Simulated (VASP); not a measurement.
Mo, 1 atom in the cell. The structure is orthorhombic, space group Cmmm (No. 65). Conventional cell: a = 2.941 Å, b = 4.383 Å, c = 2.555 Å, α = 90.00°, β = 90.00°, γ = 90.00°. Within 3.4 Å of Mo (site symmetry mmm) lie 8 Mo at 2.56 to 2.94 Å.  This cell differs from its parent crystal: strain +0.0750 x Voigt [1, -1, 0, 0, 0, 0].

* Program: VASP 6.6.1
* Task: single point
* Functional: PBE
* Potentials or basis: VASP PAW PBE potentials, release 64 (Mo_sv)
* Cutoff: 520 eV
* k mesh: 21 × 21 × 18
* Occupations: gaussian, width 0.15 eV
* Spin: no spin polarisation
* Dipole correction: no
* Further INCAR settings: ALGO = Fast; EDIFF = 1e-07; NBANDS = 13

Potentials or basis: VASP PAW PBE potentials, release 64 (Mo_sv).

Run with:

```console
$ cat potpaw_PBE.64/Mo_sv/POTCAR > POTCAR
$ mpirun -np 1 vasp_std > vasp.out
```

Hardware: 1 thread of Intel Xeon 6975P-C, with other jobs on the host.

**Question.** Estimate the wall time of this run.

**Answer.** It took 2.1 min on 1 thread of Intel Xeon 6975P-C (shared host), peak memory 0.34 GiB. Counts: scf iterations 14, k points 1210.
